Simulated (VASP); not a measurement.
Here is a VASP 6.6.1 calculation.

The input INCAR:

```
ALGO = Normal
DIPOL = 0.5 0.5 0.500
EDIFF = 1E-6
ENCUT = 520
GGA = PE
IDIPOL = 3
ISIF = 2
ISMEAR = 0
LASPH = True
LCHARG = True
LDIPOL = True
LELF = True
LREAL = False
LVACPOTAV = True
LVHAR = True
LWAVE = False
NBANDS = 36
NELM = 60
PREC = Accurate
SIGMA = 0.05
```

Contents of KPOINTS:

```
k-points
0
Gamma
  9 9 1
```

File POSCAR:

```
SiC
1.0
    3.0917664104      0.0000000000      0.0000000000
   -1.5458832052      2.6775482539      0.0000000000
    0.0000000000      0.0000000000     28.3148762731
C Si
6 6
Direct
    0.3333333333      0.6666666667      0.2648784310
    0.6666666667      0.3333333333      0.3544783487
    0.3333333333      0.6666666667      0.4440782665
    0.6666666667      0.3333333333      0.5336781842
    0.3333333333      0.6666666667      0.6232781020
    0.6666666667      0.3333333333      0.7128780198
    0.6666666667      0.3333333333      0.2871219802
    0.3333333333      0.6666666667      0.3767218980
    0.6666666667      0.3333333333      0.4663218158
    0.3333333333      0.6666666667      0.5559217335
    0.6666666667      0.3333333333      0.6455216513
    0.3333333333      0.6666666667      0.7351215690
```

Potentials or basis: VASP PAW PBE potentials, release 64 (C, Si).

The run is started by

```bash
$ cat potpaw_PBE.64/C/POTCAR potpaw_PBE.64/Si/POTCAR > POTCAR
$ mpirun -np 1 vasp_std > vasp.out
```

Question: Estimate the band gap on the k mesh.

Answer: Zero (band 24 reaches 2.36 eV, above the bottom of band 25 at 2.06 eV).

Question: What does it give for the largest force?

Answer: 2.679 eV/Å.

Forces in eV/Å, atoms in the order of the input:
```
C    0.000  0.000  2.332
C    0.000  0.000  0.739
C    0.000  0.000  0.334
C    0.000  0.000  0.265
C    0.000  0.000  0.247
C    0.000  0.000  0.575
Si   0.000  0.000 -2.679
Si   0.000  0.000 -0.531
Si   0.000  0.000 -0.330
Si   0.000  0.000 -0.270
Si   0.000  0.000 -0.411
Si   0.000  0.000 -0.271
```
